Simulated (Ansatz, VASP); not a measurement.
# Two plane-wave programs on ZnCu

Contents of INCAR:

```
PREC = Accurate
ENCUT = 520
EDIFF = 1E-6
ISMEAR = 0
SIGMA = 0.15
LREAL = F
LASPH = T
NELM = 60
ALGO = Fast
ISIF = 2
LWAVE = F
LCHARG = F
GGA = PE
NBANDS = 18
```

The input KPOINTS:

```
Automatic mesh
0
Gamma
  16 16 16
```

File POSCAR:

```
ZnCu
1.0
    3.2478965093      0.9340855032      0.9340855032
    0.9340855032      3.2478965093      0.9340855032
    0.9340855032      0.9340855032      3.2478965093
Zn Cu
1 1
Direct
    0.5000000000      0.5000000000      0.5000000000
    0.0000000000      0.0000000000      0.0000000000
```

Input for Ansatz:

```yaml
crystal:
  lattice:
    - [3.2478965093, 0.9340855032, 0.9340855032]
    - [0.9340855032, 3.2478965093, 0.9340855032]
    - [0.9340855032, 0.9340855032, 3.2478965093]
  atoms:
    - { symbol: Zn, position: [0.5, 0.5, 0.5] }
    - { symbol: Cu, position: [0.0, 0.0, 0.0] }
basis:
  ecutwfc: 520.0
kpoints:
  mp_grid: { grid: [16, 16, 16] }
hamiltonian:
  xc: pbe
scf:
  occupations: { method: gaussian, width: 0.15 }
output:
  forces: true
  stress: true
  eigenvalues: true
```

Alike in both runs: task single point; functional PBE; k mesh 16 × 16 × 16; occupations gaussian, width 0.15 eV; no spin polarisation.

|  | VASP | Ansatz |
| --- | --- | --- |
| version | VASP 6.6.1 | Ansatz 0.2.0 |
| potentials or method | VASP PAW PBE potentials, release 64 (Zn, Cu), cutoff 520 eV | scalar-relativistic, plane waves, PAW |
| valence electrons in the cell | 23 | 31 |

Ansatz gave:

```
gap on the k mesh at the Fermi level (eV)                     : none
pressure (GPa)                                                : 10.8
traceless stress, the component that is largest in VASP (GPa) : 1.95
```

**Question.** Which values does VASP return?

**Answer.** gap on the k mesh at the Fermi level (eV): none; pressure (GPa): 11.3; traceless stress, the component that is largest in VASP (GPa): 1.98.

A gap of «none» marks a metal or a gap that the smearing closes. VASP's potentials hold 23 valence electrons a cell and Ansatz's 31, so a difference there can come from the potentials and not from the codes.
